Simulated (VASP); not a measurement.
Write the native input for VASP 6.6.1 that does the following.

* Task: single point
* Functional: PBE
* Potentials or basis: VASP PAW PBE potentials, release 64 (Au, Be)
* Cutoff: 520 eV
* k mesh: 7 × 7 × 7
* Occupations: fermi-dirac, width 0.05 eV
* Spin: no spin polarisation
* Dipole correction: no
* Further INCAR settings: ALGO = Normal; EDIFF = 1e-06; NBANDS = 26

The structure of BeAu3 lies in POSCAR:

```
BeAu3
1.0
    4.0382743637      0.0000000000      0.0000000000
    0.0000000000      4.0382743637      0.0000000000
    0.0000000000      0.0000000000      4.0382743637
Au Be
3 1
Direct
    0.5000000000      0.5000000000      0.0000000000
    0.5000000000      0.0000000000      0.5000000000
    0.0000000000      0.5000000000      0.5000000000
    0.0000000000      0.0000000000      0.0000000000
```

The input as run:

INCAR

```
SYSTEM = BeAu3
ALGO     = Normal         ! electronic algorithm
EDIFF    = 1E-6           ! SCF threshold, eV
ENCUT    = 520            ! plane-wave cutoff, eV
GGA      = PE             ! functional
ISIF     = 2              ! what is computed and relaxed
ISMEAR   = -1             ! smearing method
LASPH    = .TRUE.         ! aspherical terms in the spheres
LCHARG   = .FALSE.        ! write CHGCAR
LREAL    = .FALSE.        ! projectors in reciprocal space
LWAVE    = .FALSE.        ! write WAVECAR
NBANDS   = 26             ! bands
NELM     = 80             ! most SCF steps
PREC     = Accurate       ! precision mode
SIGMA    = 0.05           ! smearing width, eV
```

KPOINTS

```
k-points
0
G
  7 7 7
  0 0 0
```

Potentials or basis: VASP PAW PBE potentials, release 64 (Au, Be).

Launch:

```bash
$ cat potpaw_PBE.64/Au/POTCAR potpaw_PBE.64/Be/POTCAR > POTCAR
$ mpirun -np 1 vasp_std > vasp.out
```

It gave:

```
Pressure               : -4.1 GPa
Band gap on the k mesh : zero (an odd number of electrons rules out a gap without spin polarisation)
```

Caveat: the cell stands under tension; spin-orbit coupling is left out, which moves the levels of the heavy elements.

Run time: 48 s on 1 thread of Intel Xeon 8259CL (shared host), peak memory 0.18 GiB.
